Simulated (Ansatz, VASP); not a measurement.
ZnS in VASP and in Ansatz

File INCAR:

```
PREC = Accurate
ENCUT = 500
EDIFF = 1E-6
ISMEAR = 0
SIGMA = 0.1
LREAL = F
LASPH = T
NELM = 120
ALGO = Normal
ISIF = 2
LWAVE = F
LCHARG = F
GGA = PE
NBANDS = 16
GGA_COMPAT = F
```

The input KPOINTS:

```
Automatic mesh
0
Gamma
  6 6 6
```

The input POSCAR:

```
ZnS
1.0
    3.3119059700      0.0000000000      0.0000000000
   -1.6559529800      2.8681947000      0.0000000000
    0.0000000000      0.0000000000      3.2611111000
Zn S
1 1
Direct
    0.6666666700      0.3333333300      0.0000000000
    0.0000000000      0.0000000000      0.5000000000
```

Input for Ansatz:

```yaml
crystal:
  lattice:
    - [3.31190597, 0.0, 0.0]
    - [-1.65595298, 2.8681947, 0.0]
    - [0.0, 0.0, 3.2611111]
  atoms:
    - { symbol: Zn, position: [0.66666667, 0.33333333, 0.0] }
    - { symbol: S, position: [0.0, 0.0, 0.5] }
basis:
  ecutwfc: 420
kpoints:
  mp_grid: { grid: [6, 6, 6] }
hamiltonian:
  xc: pbe
scf:
  occupations: { method: gaussian, width: 0.1 }
  lower_state_search: "off"
output:
  forces: true
  stress: true
  eigenvalues: true
```

Change from the starting cell: species swapped into the TiS type (P-6m2, No. 187).

Alike in both runs: task single point; functional PBE; k mesh 6 × 6 × 6; occupations gaussian, width 0.1 eV; no spin polarisation.

|  | VASP | Ansatz |
| --- | --- | --- |
| version | VASP 6.6.1 | Ansatz 0.2.0 |
| potentials or method | VASP PAW PBE potentials, release 64 (Zn, S), cutoff 500 eV | scalar-relativistic, plane waves, PAW |
| valence electrons in the cell | 18 | 18 |

Ansatz gave:

- gap on the k mesh at the Fermi level (eV): none
- pressure (GPa): 9.5
- traceless stress, the component that is largest in VASP (GPa): -6.27

Problem. Which values does VASP return?

Solution. gap on the k mesh at the Fermi level (eV): none; pressure (GPa): 9.7; traceless stress, the component that is largest in VASP (GPa): -6.22.

A gap of «none» marks a metal or a gap that the smearing closes.

The k mesh is coarse, so the values compare programs but aren't converged.
